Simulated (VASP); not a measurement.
# SrTiO3 (Imma) in VASP: notebook

SrTiO3 is run at these levels: PBEsol; tasks: single point.

All numbers are computed with VASP 6.6.1; they aren't measurements. Logs are shortened: lines on timing, memory, paths and dates and some standing lists are left out, and cuts for length are marked.

**1. The cell of the first run**

Symmetry: Imma, No. 74, orthorhombic system. Conventional cell: a = 5.503 Å, b = 7.782 Å, c = 5.503 Å, α = 90.00°, β = 90.00°, γ = 90.00°. Sr (site symmetry mm2) has 12 O at 2.46 to 3.04 Å and 8 Ti at 3.36 to 3.38 Å within 3.4 Å. Within 2.6 Å of Ti (site symmetry 2/m) lie 6 O at 1.96 to 1.97 Å. Within 2.9 Å of O (site symmetry 2) lie 2 Ti at 1.96 Å and 6 O at 2.46 to 2.78 Å and 4 Sr at 2.61 to 2.90 Å. Within 2.6 Å of O (site symmetry mm2) lie 2 Ti at 1.97 Å and 4 O at 2.46 Å and 1 Sr at 2.46 Å.

**2. Single point, PBEsol (atoms displaced along a vibrational mode)**

Input file INCAR:

```
ALGO = Normal
EDIFF = 1E-7
ENCUT = 520
GGA = PS
ISIF = 2
ISMEAR = 0
LASPH = True
LCHARG = False
LREAL = False
LWAVE = False
NBANDS = 51
NELM = 100
PREC = Accurate
SIGMA = 0.05
```

Input file KPOINTS:

```
k-points
0
Gamma
  6 6 6
```

Input file POSCAR:

```
SrTiO3
1.0
   -3.8911201354      0.0000000000     -3.8911201354
    0.0000000000     -3.8911201354     -3.8911201354
   -3.8911201354     -3.8911201354      0.0000000000
Sr Ti O
2 2 6
Direct
    0.0000000000      0.0000000000      0.0023861451
    0.5000000000      0.5000000000      0.4976138549
    0.2500000000      0.2500000000      0.2500000000
    0.7500000000      0.7500000000      0.7500000000
    0.4727415208     -0.0272584792      0.5272584792
    0.0272584792      0.5272584792     -0.0272584792
    0.5272584792      0.0272584792     -0.0272584792
   -0.0272584792      0.4727415208      0.5272584792
    0.5000000000      0.5000000000     -0.0545169583
    1.0000000000      1.0000000000      0.5545169583
```

Potentials or basis: VASP PAW PBE potentials, release 64 (Sr_sv, Ti_sv, O).

Command:

```sh
cat potpaw_PBE.64/Sr_sv/POTCAR potpaw_PBE.64/Ti_sv/POTCAR potpaw_PBE.64/O/POTCAR > POTCAR
mpirun -np 1 vasp_std > vasp.out
```

OUTCAR:

```text
EDIFF = 1E-7
   ENCUT = 520
   GGA = PS
   ISIF = 2
   ISMEAR = 0
   LASPH = True
   LREAL = False
   NELM = 100
   PREC = Accurate

 ion  position               nearest neighbor table
   1  0.000  0.000  0.002-  10 2.46   6 2.61   7 2.61   8 2.61   5 2.61   9 2.77   9 2.77   8 2.90
                             6 2.90   5 2.90   7 2.90  10 3.04   3 3.36   4 3.36   4 3.37   4 3.37
   2  0.500  0.500  0.498-   9 2.46   6 2.61   7 2.61   8 2.61   5 2.61  10 2.77  10 2.77   5 2.90
                             7 2.90   8 2.90   6 2.90   9 3.04   3 3.36   4 3.36   3 3.37   4 3.37
   3  0.250  0.250  0.250-   5 1.96   6 1.96   7 1.96   8 1.96   9 1.97  10 1.97   1 3.36   2 3.36
                             1 3.37   1 3.37   2 3.37   2 3.37   1 3.38   2 3.38
   4  0.750  0.750  0.750-   5 1.96   6 1.96   7 1.96   8 1.96   9 1.97  10 1.97   2 3.36   1 3.36
                             2 3.37   2 3.37   1 3.37   1 3.37   2 3.38   1 3.38
   5  0.473  0.973  0.527-   3 1.96   4 1.96   1 2.61   2 2.61   1 2.90   2 2.90
   6  0.027  0.527  0.973-   3 1.96   4 1.96   1 2.61   2 2.61   1 2.90   2 2.90
   7  0.527  0.027  0.973-   3 1.96   4 1.96   1 2.61   2 2.61   2 2.90   1 2.90
   8  0.973  0.473  0.527-   3 1.96   4 1.96   1 2.61   2 2.61   2 2.90   1 2.90
   9  0.500  0.500  0.945-   3 1.97   4 1.97   2 2.46   1 2.77   1 2.77   2 3.04
  10  0.000  0.000  0.555-   3 1.97   4 1.97   1 2.46   2 2.77   2 2.77   1 3.04

  LATTYP: Found a face centered cubic cell.
 ALAT       =     7.7822402708

  Lattice vectors:

 A1 = (  -3.8911201354,   0.0000000000,  -3.8911201354)
 A2 = (   0.0000000000,  -3.8911201354,  -3.8911201354)
 A3 = (  -3.8911201354,  -3.8911201354,   0.0000000000)

Analysis of symmetry for initial positions (statically):
=====================================================================
 Subroutine PRICEL returns:
 Original cell was already a primitive cell.

 Routine SETGRP: Setting up the symmetry group for a
 face centered cubic supercell.

 Subroutine GETGRP returns: Found  8 space group operations
 (whereof  4 operations were pure point group operations)
 out of a pool of 48 trial point group operations.

The static configuration has the point symmetry C_2v.
 The point group associated with its full space group is D_2h.

Analysis of symmetry for dynamics (positions and initial velocities):
=====================================================================
 Subroutine PRICEL returns:
 Original cell was already a primitive cell.

 Routine SETGRP: Setting up the symmetry group for a
 face centered cubic supercell.

 Subroutine GETGRP returns: Found  8 space group operations
[... 126 lines left out ...]
   ISIF   =      2    stress and relaxation
   ISYM   =      2    0-nonsym 1-usesym 2-fastsym
   POTIM  = 0.5000    time-step for ionic-motion
   TEBEG  =    0.0;   TEEND  =   0.0 temperature during run
   PSTRESS=    0.0 pullay stress
   NELECT =      80.0000    total number of electrons
   NUPDOWN=      -1.0000    fix difference up-down
   EMIN   =  10.00;   EMAX   =-10.00  energy-range for DOS
   EFERMI =   0.00;   METHOD = LEGACY
   ISMEAR =     0;   SIGMA  =   0.05  broadening in eV -4-tet -1-fermi 0-gaus
   EFERMI_NEDOS =   21; number of points for ismear=-14 and -15
   IALGO  =     38    algorithm
   IMIX   =      4    mixing-type and parameters
     AMIX     =   0.40;   BMIX     =  1.00
     AMIX_MAG =   1.60;   BMIX_MAG =  1.00
  volume/ion in A,a.u.               =      11.78        79.52
  Fermi-wavevector in a.u.,A,eV,Ry     =   1.438865  2.719061 28.168602  2.070334
  Thomas-Fermi vector in A             =   2.557785
   LORBIT       =      0    0 simple, 1 ext, 2 COOP (PROOUT), +10 PAW based schemes
   GGA     = PS    functional components
   LHFCALC =     F    Hartree Fock is set to
   AEXX    =    0.0000 exact exchange contribution
   IVDW    =     0    specifies the selected vdW correction
   LEPSILON=     F    determine dielectric tensor
   LRPA    =     F    only Hartree local field effects (RPA)
 non-spin polarized calculation
 Gauss-broadening in eV      SIGMA  =   0.05
  energy-cutoff  :      520.00
  volume of cell :      117.83
 maximum number of plane-waves:      3218
 NGX is ok and might be reduce to    42
   NGX = 21   NGY = 21   NGZ = 21

 number of electron      80.0000003 magnetization

 Free energy of the ion-electron system (eV)
  ---------------------------------------------------
  ext. energy  EPLUGINS =         0.00000000
  ---------------------------------------------------
  free energy    TOTEN  =       -82.02298261 eV

  energy without entropy =      -82.02298261  energy(sigma->0) =      -82.02298261

 E-fermi :   4.7923     XC(G=0): -11.5926

 val. band max:        4.4316519174   @ k =   0.0000   0.0000   0.0000
 cond. band min:       6.0084136201   @ k =   0.0000   0.0000   0.0000
 fundamental gap:      1.5767617027
 Fermi energy:         4.7923332303

 k-point     1 :       0.0000    0.0000    0.0000
  band No.  band energies     occupation
      1     -52.0643      2.00000
      2     -52.0593      2.00000
      3     -28.5046      2.00000
      4     -28.4888      2.00000
      5     -28.4849      2.00000
      6     -28.4293      2.00000
[... 1285 lines left out ...]
     50      10.3371      0.00000
     51      10.9137      0.00000

 [... further k-points ...]
[... 5 lines left out ...]
  --------------------------------------------------------------------------------------
  -------------------------------------------------------------------------------------
  Total        1.7526087      1.7526087      2.2421924     -1.4114000      0.0000000      0.0000000
  in kB       23.8309653     23.8309653     30.4880430    -19.1914056      0.0000000      0.0000000
  external PRESSURE =      26.0499912 kB  Pullay stress =       0.0000000 kB

 VOLUME and BASIS-vectors are now :
 -----------------------------------------------------------------------------
  energy-cutoff  :      520.00
  volume of cell :      117.83
      direct lattice vectors                 reciprocal lattice vectors
    -3.891120135  0.000000000 -3.891120135    -0.128497703  0.128497703 -0.128497703
     0.000000000 -3.891120135 -3.891120135     0.128497703 -0.128497703 -0.128497703
    -3.891120135 -3.891120135  0.000000000    -0.128497703 -0.128497703  0.128497703

 POSITION                                       TOTAL-FORCE (eV/Angst)
 -----------------------------------------------------------------------------------
     -0.00928     -0.00928      0.00000         0.361186      0.361186      0.000000
     -3.88184     -3.88184     -3.89112        -0.361186     -0.361186     -0.000000
     -1.94556     -1.94556     -1.94556         0.000000      0.000000      0.000000
     -5.83668     -5.83668     -5.83668         0.000000     -0.000000      0.000000
     -3.89112     -5.83668     -5.62455         0.000000      0.000000     -2.428566
     -3.89112     -5.83668     -2.15769         0.000000     -0.000000      2.428566
     -5.83668     -3.89112     -2.15769         0.000000     -0.000000      2.428566
     -5.83668     -3.89112     -5.62455         0.000000      0.000000     -2.428566
     -5.62455     -5.62455     -3.89112        -2.438786     -2.438786     -0.000000
     -2.15769     -2.15769      0.00000         2.438786      2.438786     -0.000000
 -----------------------------------------------------------------------------------
    total drift:                               -0.000000     -0.000000     -0.000000

  FREE ENERGIE OF THE ION-ELECTRON SYSTEM (eV)
  ---------------------------------------------------
  free  energy   TOTEN  =       -82.0229826134 eV

  energy  without entropy=      -82.0229826134  energy(sigma->0) =      -82.02298261
```

Run time: 3.8 min. Hardware: 1 thread of Intel Xeon 6975P-C (Granite Rapids), shared host; peak memory 0.4 GiB.

Results:

```yaml
Free_energy: -82.0230 eV
Pressure: 2.6 GPa
Largest_force: 3.449 eV/Å
Band_gap_on_the_k_mesh: 1.58 eV
```

Forces on the atoms (eV/Å):
```
Sr   0.361  0.361  0.000
Sr  -0.361 -0.361  0.000
Ti   0.000  0.000  0.000
Ti   0.000  0.000  0.000
O    0.000  0.000 -2.429
O    0.000  0.000  2.429
O    0.000  0.000  2.429
O    0.000  0.000 -2.429
O   -2.439 -2.439  0.000
O    2.439  2.439  0.000
```

Levels at points of the mesh, in eV from the valence-band top:
```csv
k point,band 38,band 39,band 40,band 41,band 42,band 43
"(0.00, 0.00, 0.00)",-0.36,-0.33,0.00,1.58,1.63,1.69
"(0.50, 0.00, 0.00)",-0.92,-0.63,-0.63,2.64,2.64,2.99
"(0.00, 0.00, 0.50)",-0.96,-0.82,-0.32,2.73,2.84,2.88
"(0.50, 0.50, 0.00)",-1.00,-0.75,-0.44,1.68,2.82,3.13
"(0.00, 0.50, 0.50)",-0.71,-0.61,-0.31,1.75,3.11,3.14
```

Caveat: the cell differs from its parent crystal (atoms displaced along a vibrational mode); the PAW data sets were made with another functional, which shifts forces and pressure a little.

**3. Single point, PBEsol (atoms displaced along a vibrational mode)**

Input file INCAR:

```
SYSTEM = SrTiO3
PREC = Accurate
ENCUT = 520
EDIFF = 1E-6
ISMEAR = 0
SIGMA = 0.05
LREAL = .False.
LASPH = .True.
NELM = 60
ALGO = Normal
ISIF = 2
LWAVE = .False.
LCHARG = .False.
GGA = PS
NBANDS = 51
```

Input file KPOINTS:

```
regular mesh
0
Gamma
  6 6 6
  0 0 0
```

Input file POSCAR:

```
SrTiO3
1.0
   -3.8911201354      0.0000000000     -3.8911201354
    0.0000000000     -3.8911201354     -3.8911201354
   -3.8911201354     -3.8911201354      0.0000000000
Sr Ti O
2 2 6
Direct
    0.0000000000      0.0000000000     -0.0017896088
    0.5000000000      0.5000000000      0.5017896088
    0.2500000000      0.2500000000      0.2500000000
    0.7500000000      0.7500000000      0.7500000000
    0.5204438594      0.0204438594      0.4795561406
   -0.0204438594      0.4795561406      0.0204438594
    0.4795561406     -0.0204438594      0.0204438594
    0.0204438594      0.5204438594      0.4795561406
    0.5000000000      0.5000000000      0.0408877188
    1.0000000000      1.0000000000      0.4591122812
```

Potentials or basis: VASP PAW PBE potentials, release 64 (Sr_sv, Ti_sv, O).

Command:

```sh
cat potpaw_PBE.64/Sr_sv/POTCAR potpaw_PBE.64/Ti_sv/POTCAR potpaw_PBE.64/O/POTCAR > POTCAR
mpirun -np 1 vasp_std > vasp.out
```

It took 4.2 min on 1 thread of Intel Xeon 6975P-C (Granite Rapids), shared host; peak memory 0.39 GiB.

It converged, with:

```yaml
Free_energy: -82.9176 eV
Pressure: 1.7 GPa
Largest_force: 2.515 eV/Å
Band_gap_on_the_k_mesh: 1.69 eV
```

Forces in eV/Å, atoms in the order of the input:
```
Sr  -0.322 -0.322  0.000
Sr   0.322  0.322  0.000
Ti   0.000  0.000  0.000
Ti   0.000  0.000  0.000
O    0.000  0.000  1.774
O    0.000  0.000 -1.774
O    0.000  0.000 -1.774
O    0.000  0.000  1.774
O    1.778  1.778  0.000
O   -1.778 -1.778  0.000
```

Stress tensor (GPa, compression positive):
```
 1.56 -1.10  0.00
-1.10  1.56  0.00
 0.00  0.00  1.95
```

Levels at points of the mesh, in eV from the valence-band top:
```csv
k point,band 36,band 37,band 38,band 39,band 40,band 41,band 42,band 43,band 44,band 45
"(0.00, 0.00, 0.00)",-0.36,-0.34,-0.33,-0.27,0.00,1.69,1.72,1.75,3.77,3.78
"(0.50, 0.00, 0.00)",-1.20,-0.92,-0.92,-0.64,-0.64,2.92,2.92,3.16,3.16,3.40
"(0.00, 0.00, 0.50)",-1.15,-0.99,-0.93,-0.84,-0.40,2.98,3.06,3.10,3.19,3.28
"(0.50, 0.50, 0.00)",-1.65,-1.17,-0.89,-0.76,-0.29,1.82,3.21,3.43,3.53,3.55
"(0.00, 0.50, 0.50)",-1.75,-1.42,-0.73,-0.66,-0.22,1.86,3.40,3.41,3.58,3.65
```

Caveat: the cell differs from its parent crystal (atoms displaced along a vibrational mode); the PAW data sets were made with another functional, which shifts forces and pressure a little. A k mesh can miss the band edges.

**4. Single point, PBEsol (atoms displaced along a vibrational mode)**

Input file INCAR:

```
  PREC = Accurate
  ENCUT = 520
  EDIFF = 1E-7
  ISMEAR = 0
  SIGMA = 0.05
  LREAL = False
  LASPH = True
  NELM = 80
  ALGO = Normal
  ISIF = 2
  LWAVE = False
  LCHARG = True
  GGA = PS
  LELF = True
  LVHAR = True
  NBANDS = 51
```

Input file KPOINTS:

```
Automatic mesh
0
Gamma
  6 6 6
```

Input file POSCAR:

```
SrTiO3
1.0
   -3.8911201354      0.0000000000     -3.8911201354
    0.0000000000     -3.8911201354     -3.8911201354
   -3.8911201354     -3.8911201354      0.0000000000
Sr Ti O
2 2 6
Direct
    0.0000000000      0.0000000000      0.0011930726
    0.5000000000      0.5000000000      0.4988069274
    0.2500000000      0.2500000000      0.2500000000
    0.7500000000      0.7500000000      0.7500000000
    0.4863707604     -0.0136292396      0.5136292396
    0.0136292396      0.5136292396     -0.0136292396
    0.5136292396      0.0136292396     -0.0136292396
   -0.0136292396      0.4863707604      0.5136292396
    0.5000000000      0.5000000000     -0.0272584792
    1.0000000000      1.0000000000      0.5272584792
```

Command:

```sh
cat potpaw_PBE.64/Sr_sv/POTCAR potpaw_PBE.64/Ti_sv/POTCAR potpaw_PBE.64/O/POTCAR > POTCAR
mpirun -np 1 vasp_std > vasp.out
```

Run time: 4.4 min. Hardware: 1 thread of Intel Xeon 6975P-C (Granite Rapids), shared host; peak memory 0.4 GiB.

Results (log left out):

- Free energy: -83.5417 eV
- Pressure: 1.1 GPa
- Largest force: 1.640 eV/Å
- Band gap on the k mesh: 1.76 eV

Forces on the atoms (eV/Å):
```
Sr   0.238  0.238  0.000
Sr  -0.238 -0.238  0.000
Ti   0.000  0.000  0.000
Ti   0.000  0.000  0.000
O    0.000  0.000 -1.159
O    0.000  0.000  1.159
O    0.000  0.000  1.159
O    0.000  0.000 -1.159
O   -1.160 -1.160  0.000
O    1.160  1.160  0.000
```

Stress tensor (GPa, compression positive):
```
 1.04 -0.49  0.00
-0.49  1.04  0.00
 0.00  0.00  1.22
```

Levels at points of the mesh, in eV from the valence-band top:
```tsv
k point	band 36	band 37	band 38	band 39	band 40	band 41	band 42	band 43	band 44	band 45
(0.00, 0.00, 0.00)	-0.36	-0.34	-0.16	-0.12	0.00	1.76	1.78	1.79	4.13	4.16
(0.50, 0.00, 0.00)	-1.08	-0.93	-0.93	-0.64	-0.64	3.14	3.14	3.28	3.28	3.47
(0.00, 0.00, 0.50)	-1.05	-0.95	-0.87	-0.83	-0.48	3.18	3.22	3.26	3.30	3.38
(0.50, 0.50, 0.00)	-1.62	-1.35	-0.81	-0.75	-0.18	1.92	3.53	3.65	3.70	3.71
(0.00, 0.50, 0.50)	-1.68	-1.48	-0.74	-0.70	-0.15	1.94	3.62	3.62	3.74	3.77
```

Caveat: the cell differs from its parent crystal (atoms displaced along a vibrational mode); the PAW data sets were made with another functional, which shifts forces and pressure a little. A k mesh can miss the band edges.

**5. The runs side by side**

| cell | gap on the mesh (eV) | pressure (GPa) | largest force (eV/Å) |
| --- | --- | --- | --- |
| as given, atomic positions A | 1.58 | 2.6 | 3.45 |
| as given, atomic positions B | 1.69 | 1.7 | 2.51 |
| as given, atomic positions C | 1.76 | 1.1 | 1.64 |

Alike in all rows: task single point; level PBEsol; potentials or basis VASP PAW PBE potentials, release 64 (Sr_sv, Ti_sv, O); no spin polarisation; k mesh 6 × 6 × 6; cutoff (eV) 520; smearing gaussian 0.05 eV.

Caveats: the PAW data sets were made with another functional, which shifts forces and pressure a little.

Absolute energies hang on the potentials; compare differences alone.
